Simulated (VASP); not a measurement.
Here is a VASP 6.6.1 calculation.

INCAR

```
PREC = Accurate
ENCUT = 520
EDIFF = 1E-6
ISMEAR = 0
SIGMA = 0.1
LREAL = F
LASPH = T
NELM = 60
ALGO = Normal
ISIF = 2
LWAVE = F
LCHARG = F
GGA = PE
NBANDS = 16
```

Contents of KPOINTS:

```
Automatic mesh
0
Gamma
  12 12 11
```

Contents of POSCAR:

```
WC
1.0
    2.9065000000      0.0000000000      0.0000000000
   -1.4532500000      2.5171030000      0.0000000000
    0.0000000000      0.0000000000      2.8366000000
W C
1 1
Direct
    0.0000000000      0.0000000000      0.0000000000
    0.6666666667      0.3333333333      0.5000000000
```

Potentials or basis: VASP PAW PBE potentials, release 64 (W_sv, C).

Launch:

```sh
$ cat potpaw_PBE.64/W_sv/POTCAR potpaw_PBE.64/C/POTCAR > POTCAR
$ mpirun -np 1 vasp_std > vasp.out
```

(1) Estimate the band gap on the k mesh.

(2) Predict the pressure.

Answers

(1) zero (band 9 reaches 11.70 eV, above the bottom of band 10 at 10.52 eV).

(2) 6.8 GPa.

Caveat: spin-orbit coupling is left out, which moves the levels of the heavy elements.
